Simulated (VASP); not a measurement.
Pb, 4 atoms in the cell. The structure is orthorhombic, space group Cmce (No. 64). Conventional cell: a = 6.638 Å, b = 4.387 Å, c = 8.949 Å, α = 90.00°, β = 90.00°, γ = 90.00°. Pb (site symmetry m) has 3 Pb at 2.47 to 3.24 Å within 3.3 Å. 

```yaml
Program: VASP 6.6.1
Task: relaxation of cell and atoms
Functional: PBE
Potentials_or_basis: VASP PAW PBE potentials, release 64 (Pb_d)
Cutoff: 600 eV
k_mesh: 6 × 6 × 2
Occupations: gaussian, width 0.1 eV
Spin: no spin polarisation
Dipole_correction: no
Further_INCAR_settings: ALGO = Fast; EDIFF = 1e-06; IBRION = 2; EDIFFG = -0.04; NSW = 90; ISIF = 3
```

Potentials or basis: VASP PAW PBE potentials, release 64 (Pb_d).

Launch:

```console
$ cat potpaw_PBE.64/Pb_d/POTCAR > POTCAR
$ mpirun -np 1 vasp_std > vasp.out
```

Hardware: 1 thread of Intel(R) Xeon(R) Platinum 8488C (Sapphire Rapids) (shared host).

Q: Estimate the wall time of this run.

A: Run time: 49 min on 1 thread of Intel(R) Xeon(R) Platinum 8488C (Sapphire Rapids) (shared host), peak memory 0.36 GiB. Counts: scf iterations 338, k points 26, ion steps 31.
